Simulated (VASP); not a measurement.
PbO2: single point with PBEsol

The system is PbO2.

```
Pb O
1.0
     4.99726    0.00000    0.00000
     0.00000    4.99726    0.00000
     0.00000    0.00000    3.41156
Pb O
2 4
Direct
  0.00000 0.00000 0.00000
  0.50000 0.50000 0.50000
  0.30762 0.30762 0.00000
  0.19238 0.80762 0.50000
  0.69238 0.69238 0.00000
  0.80762 0.19238 0.50000
```

```
Program                : VASP 6.6.1
Task                   : single point
Functional             : PBEsol
Potentials or basis    : VASP PAW PBE potentials, release 64 (Pb_d, O)
Cutoff                 : 520 eV
k mesh                 : 8 × 8 × 10
Occupations            : gaussian, width 0.01 eV
Spin                   : no spin polarisation
Dipole correction      : no
Further INCAR settings : ALGO = Normal; EDIFF = 1e-07; NBANDS = 35
```

| Item | Value |
| --- | --- |
| Pressure | 0.3 GPa |
| Largest force | 0.009 eV/Å |
| Band gap on the k mesh | 0.05 eV (least direct gap 0.08 eV) |

Forces in eV/Å, atoms in the order of the input:
```
Pb   0.000  0.000  0.000
Pb   0.000  0.000  0.000
O   -0.007 -0.007  0.000
O    0.007 -0.007  0.000
O    0.007  0.007  0.000
O   -0.007  0.007  0.000
```

Stress tensor (GPa, compression positive):
```
0.20 0.00 0.00
0.00 0.20 0.00
0.00 0.00 0.37
```

Levels at points of the mesh, in eV from the valence-band top:
| k point | band 24 | band 25 | band 26 | band 27 | band 28 | band 29 |
| --- | --- | --- | --- | --- | --- | --- |
| (0.00, 0.00, 0.00) | -0.59 | -0.57 | -0.57 | 0.11 | 4.18 | 5.75 |
| (0.50, 0.00, 0.00) | -0.63 | -0.36 | -0.36 | 2.37 | 2.37 | 6.36 |
| (0.50, 0.50, 0.00) | -0.65 | -0.45 | -0.45 | 2.78 | 2.78 | 6.65 |
| (0.00, 0.00, 0.50) | -1.09 | -0.76 | -0.76 | 3.70 | 3.70 | 8.75 |
| (0.50, 0.00, 0.50) | -0.75 | -0.19 | -0.19 | 4.01 | 4.01 | 7.19 |
| (0.50, 0.50, 0.50) | -0.65 | -0.49 | -0.49 | 2.77 | 2.77 | 8.19 |

Run time: 7.1 min on 1 thread of Intel Xeon 8259CL (shared host), peak memory 0.34 GiB.

Caveat: the PAW data sets were made with another functional, which shifts forces and pressure a little; spin-orbit coupling is left out, which moves the levels of the heavy elements. A k mesh can miss the band edges.
